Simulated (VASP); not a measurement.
A run of VASP 6.6.1 is set up as follows.

File INCAR:

```
ALGO = Normal
EDIFF = 1E-7
ENCUT = 520
GGA = PE
ISIF = 2
ISMEAR = -1
LASPH = True
LCHARG = False
LREAL = False
LWAVE = False
NBANDS = 16
NELM = 60
PREC = Accurate
SIGMA = 0.02
```

KPOINTS

```
k-points
0
Gamma
  8 8 8
```

File POSCAR:

```
GaP
1.0
    0.0000000000      2.7253992874      2.6981452945
    2.7253992874      0.0000000000      2.6981452945
    2.7253992874      2.7253992874      0.0000000000
Ga P
1 1
Direct
    0.0000000000      0.0000000000      0.0000000000
    0.2500000000      0.2500000000      0.2500000000
```

Potentials or basis: VASP PAW PBE potentials, release 64 (Ga_d, P).

Command:

```console
$ cat potpaw_PBE.64/Ga_d/POTCAR potpaw_PBE.64/P/POTCAR > POTCAR
$ mpirun -np 1 vasp_std > vasp.out
```

(1) What does it give for the band gap on the k mesh?

(2) What does it give for the pressure?

## Answers

(1) 1.53 eV, indirect (least direct gap 1.87 eV).

(2) 3.4 GPa.

Caveat: the cell differs from its parent crystal (uniaxial z strain -1.0%).
